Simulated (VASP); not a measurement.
Here is a VASP 6.6.1 calculation.

Contents of INCAR:

```
  ALGO = Normal
  EDIFF = 1E-7
  EFERMI = MIDGAP
  ENCUT = 640
  GGA = PS
  GGA_COMPAT = False
  ISMEAR = 0
  ISPIN = 2
  LASPH = True
  LCHARG = False
  LDAU = True
  LDAUJ = 0 0
  LDAUL = 2 -1
  LDAUTYPE = 2
  LDAUU = 6 0
  LMAXMIX = 4
  LORBIT = 11
  LREAL = False
  LWAVE = False
  MAGMOM = 4 0
  NBANDS = 25
  NELM = 200
  PREC = Accurate
  SIGMA = 0.03
```

Contents of KPOINTS:

```
Automatic mesh
0
Gamma
  11 11 11
  0 0 0
```

File KPOINTS_OPT:

```
path GXWKGLUWLK,UX
32
line-mode
reciprocal
 0.0000000000  0.0000000000  0.0000000000  G
 0.5000000000  0.0000000000  0.5000000000  X

 0.5000000000  0.0000000000  0.5000000000  X
 0.5000000000  0.2500000000  0.7500000000  W

 0.5000000000  0.2500000000  0.7500000000  W
 0.3750000000  0.3750000000  0.7500000000  K

 0.3750000000  0.3750000000  0.7500000000  K
 0.0000000000  0.0000000000  0.0000000000  G

 0.0000000000  0.0000000000  0.0000000000  G
 0.5000000000  0.5000000000  0.5000000000  L

 0.5000000000  0.5000000000  0.5000000000  L
 0.6250000000  0.2500000000  0.6250000000  U

 0.6250000000  0.2500000000  0.6250000000  U
 0.5000000000  0.2500000000  0.7500000000  W

 0.5000000000  0.2500000000  0.7500000000  W
 0.5000000000  0.5000000000  0.5000000000  L

 0.5000000000  0.5000000000  0.5000000000  L
 0.3750000000  0.3750000000  0.7500000000  K

 0.6250000000  0.2500000000  0.6250000000  U
 0.5000000000  0.0000000000  0.5000000000  X
```

POSCAR

```
MnO
1.0
    0.0000000000      2.2239077028      2.2239077028
    2.2239077028      0.0000000000      2.2239077028
    2.2239077028      2.2239077028      0.0000000000
Mn O
1 1
Direct
    0.0000000000      0.0000000000      0.0000000000
    0.5000000000      0.5000000000      0.5000000000
```

Potentials or basis: VASP PAW PBE potentials, release 64 (Mn_pv, O).

Run with:

```bash
$ cat potpaw_PBE.64/Mn_pv/POTCAR potpaw_PBE.64/O/POTCAR > POTCAR
$ mpirun -np 1 vasp_std > vasp.out
```

(1) Estimate the band gap along the path.

(2) Predict the band gap on the k mesh.

Answers

(1) 0.50 eV (least direct gap 2.59 eV).

(2) 0.54 eV (least direct gap 2.59 eV).

Caveat: a cell with one magnetic atom can't hold antiferromagnetic order, which such compounds often take.
